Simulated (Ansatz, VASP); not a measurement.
One calculation of Al, two programs

Contents of INCAR:

```
PREC     = Accurate       # precision mode
ENCUT    = 520            # plane-wave cutoff, eV
EDIFF    = 1E-7           # SCF threshold, eV
ISMEAR   = 0              # smearing method
SIGMA    = 0.15           # smearing width, eV
LREAL    = F              # projectors in reciprocal space
LASPH    = T              # aspherical terms in the spheres
NELM     = 80             # most SCF steps
ALGO     = Normal         # electronic algorithm
ISIF     = 2              # what is computed and relaxed
LWAVE    = F              # write WAVECAR
LCHARG   = F              # write CHGCAR
GGA      = PS             # functional
NBANDS   = 10             # bands
```

File KPOINTS:

```
Automatic mesh
0
Gamma
  18 18 10
```

File POSCAR:

```
Al
1.0
    3.0492000000      0.0000000000      0.0000000000
   -1.5246000000      2.6406846612      0.0000000000
    0.0000000000      0.0000000000      4.7125000000
Al
2
Direct
    0.6666666667      0.3333333333      0.7500000000
    0.3333333333      0.6666666667      0.2500000000
```

Input for Ansatz:

```yaml
crystal:
  lattice:
    - [3.0492, 0.0, 0.0]
    - [-1.5246, 2.6406846612, 0.0]
    - [0.0, 0.0, 4.7125]
  atoms:
    - { symbol: Al, position: [0.6666666667, 0.3333333333, 0.75] }
    - { symbol: Al, position: [0.3333333333, 0.6666666667, 0.25] }
basis:
  ecutwfc: 420
kpoints:
  mp_grid: { grid: [18, 18, 10] }
hamiltonian:
  xc: pbesol
  pseudopotentials: { kind: paw, azcp: { folder: soft_1 } }
scf:
  occupations: { method: gaussian, width: 0.15 }
output:
  forces: true
  stress: true
  eigenvalues: true
```

Alike in both runs: task single point; functional PBEsol; k mesh 18 × 18 × 10; occupations gaussian, width 0.15 eV; no spin polarisation.

|  | VASP | Ansatz |
| --- | --- | --- |
| version | VASP 6.6.1 | Ansatz 0.2.0 |
| potentials or method | VASP PAW PBE potentials, release 64 (Al), cutoff 520 eV | scalar-relativistic, plane waves, PAW |
| valence electrons in the cell | 6 | 6 |

|  | VASP | Ansatz | Ansatz less VASP |
| --- | --- | --- | --- |
| gap on the k mesh at the Fermi level (eV) | none | none | - |
| pressure (GPa) | -8.2 | -8.2 | -0.04 |
| traceless stress, the component that is largest in VASP (GPa) | 1.45 | 1.44 | -0.012 |

VASP's potentials were made for PBE, not for PBEsol, and Ansatz warns of the same on its side. A gap of «none» marks a metal or a gap that the smearing closes.
